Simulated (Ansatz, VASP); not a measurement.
# One calculation of Ag, two programs

```
Ag
1.0
     0.00000    2.05988    2.05988
     2.05988    0.00000    2.05988
     2.05988    2.05988    0.00000
Ag
1
Direct
  0.00000 0.00000 0.00000
```

Alike in both runs: task single point; functional r2SCAN; k mesh 7 × 7 × 7; occupations fermi-dirac, width 0.113 eV; no spin polarisation.

```csv
,VASP,Ansatz
version,VASP 6.6.1,Ansatz 0.2.0
potentials or method,"VASP PAW PBE potentials, release 64 (Ag), cutoff 550 eV",PAW plane waves
valence electrons in the cell,11,19
```

|  | VASP | Ansatz | Ansatz less VASP |
| --- | --- | --- | --- |
| gap on the k mesh at the Fermi level (eV) | none | none | - |
| pressure (GPa) | -1.5 | -1.6 | -0.08 |

VASP's potentials were made for PBE, not for r2SCAN. A gap of «none» marks a metal or a gap that the smearing closes. VASP's potentials hold 11 valence electrons a cell and Ansatz's 19, so a difference there can come from the potentials and not from the codes.

The k mesh is coarse, so the values compare programs but aren't converged.
